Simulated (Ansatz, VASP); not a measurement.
# Two plane-wave programs on BN

Contents of POSCAR:

```
BN
1.0
    0.0000000000      1.7679575110      1.7679575110
    1.7679575110      0.0000000000      1.7679575110
    1.7679575110      1.7679575110      0.0000000000
B N
1 1
Direct
    0.0000000000      0.0000000000      0.0000000000
    0.2500000000      0.2500000000      0.2500000000
```

Contents of INCAR.step1:

```
PREC = Accurate
ENCUT = 520
ISMEAR = -1
SIGMA = 0.08
LREAL = False
LASPH = True
NELM = 80
NBANDS = 11
GGA = PE
ALGO = Normal
EDIFF = 1E-4
LWAVE = True
LCHARG = False
```

INCAR.step2

```
PREC = Accurate
ENCUT = 520
EDIFF = 1E-7
ISMEAR = -1
SIGMA = 0.08
LREAL = False
LASPH = True
NELM = 80
ALGO = Normal
ISIF = 2
LWAVE = False
LCHARG = False
METAGGA = R2SCAN
LMIXTAU = True
NBANDS = 11
ISTART = 1
```

The input KPOINTS:

```
regular mesh
0
Gamma
  15 15 15
```

Input for Ansatz:

```yaml
crystal:
  lattice:
    - [0.0, 1.767957511, 1.767957511]
    - [1.767957511, 0.0, 1.767957511]
    - [1.767957511, 1.767957511, 0.0]
  atoms:
    - { symbol: B, position: [0.0, 0.0, 0.0] }
    - { symbol: "N", position: [0.25, 0.25, 0.25] }
kpoints:
  mp_grid: { grid: [15, 15, 15] }
scf:
  occupations: { method: fermi_dirac, width: 0.08 }
hamiltonian:
  xc: r2scan
  pseudopotentials: { kind: paw }
output:
  forces: true
  stress: true
  eigenvalues: true
  populations: true
  write_density: true
  write_potential: true
  elf: true
  volumetric_format: npy
```

Change from the starting cell: volume scaled by 0.94, PAW files.

Alike in both runs: task single point; functional r2SCAN; k mesh 15 × 15 × 15; occupations fermi-dirac, width 0.08 eV; no spin polarisation.

|  | VASP | Ansatz |
| --- | --- | --- |
| version | VASP 6.6.1 | Ansatz 0.2.0 |
| potentials or method | VASP PAW PBE potentials, release 64 (B, N) | PAW with Ansatz's default frozen-core files, scalar-relativistic |
| plane-wave cutoff (eV) | 520 | 500 |
| valence electrons in the cell | 8 | 8 |

Ansatz gave:

- gap on the k mesh at the Fermi level (eV): 5.14
- pressure (GPa): 27.2

Problem. What did VASP give for the same quantities?

Solution. gap on the k mesh at the Fermi level (eV): 5.12; pressure (GPa): 28.5.

VASP's potentials were made for PBE, not for r2SCAN.
